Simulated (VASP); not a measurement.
Wanted: the native input for a VASP 6.6.1 run.

```
Task                   : single point
Functional             : PBE
Potentials or basis    : VASP PAW PBE potentials, release 64 (Ru_pv, W_sv)
Cutoff                 : 520 eV
k mesh                 : 9 × 9 × 1
Occupations            : methfessel-paxton, width 0.1 eV
Spin                   : no spin polarisation
Dipole correction      : yes
Further INCAR settings : LREAL = Auto; ALGO = Normal; EDIFF = 1e-07; NBANDS = 118
```

The structure of Ru14W (vh.c) lies in POSCAR:

```
Ru14W
1.0
    4.0794365732      2.3552638037      0.0000000000
   -4.0794365732      2.3552638037      0.0000000000
    0.0000000000      0.0000000000     20.5936087093
Ru W
14 1
Direct
    0.3333333333      0.3333333333      0.2939138234
    0.6666666667      0.0000000000      0.2930364896
    0.0000000000      0.6666666667      0.2930364896
    0.3333333333      0.0015419385      0.3937188826
    0.6651247282      0.6651247282      0.3937188826
    1.0015419385      0.3333333333      0.3937188826
    0.6666666667      0.0000000000      0.4999999905
    0.0000000000      0.6666666667      0.4999999905
    0.3333333333      0.0015419677      0.6062811500
    0.6651246990      0.6651246990      0.6062811500
    1.0015419677      0.3333333333      0.6062811500
    0.3333333333      0.3333333333      0.7060861754
    0.6666666667      0.0000000000      0.7069634987
    0.0000000000      0.6666666667      0.7069634987
    0.3333333333      0.3333333333      0.4999999462
```

These files were run (other wordings do the same):

INCAR

```
SYSTEM = Ru14W
PREC = Accurate
ENCUT = 520
EDIFF = 1E-7
ISMEAR = 1
SIGMA = 0.1
LREAL = Auto
LASPH = .TRUE.
NELM = 100
ALGO = Normal
ISIF = 2
LWAVE = .FALSE.
LCHARG = .FALSE.
LDIPOL = .TRUE.
IDIPOL = 3
DIPOL = 0.5 0.5 0.500
GGA = PE
NBANDS = 118
```

KPOINTS

```
Automatic mesh
0
G
  9 9 1
  0 0 0
```

Potentials or basis: VASP PAW PBE potentials, release 64 (Ru_pv, W_sv).

Command:

```sh
$ cat potpaw_PBE.64/Ru_pv/POTCAR potpaw_PBE.64/W_sv/POTCAR > POTCAR
$ mpirun -np 1 vasp_std > vasp.out
```

It gave:

```
Largest force          : 0.024 eV/Å
Band gap on the k mesh : zero (band 105 reaches 4.68 eV, above the bottom of band 106 at 4.07 eV)
```

Caveat: spin-orbit coupling is left out, which moves the levels of the heavy elements.

It took 26 min on 1 thread of Intel(R) Xeon(R) Platinum 8259CL CPU @ 2.50GHz (Skylake/Cascade Lake), with other jobs on the host, peak memory 0.67 GiB.
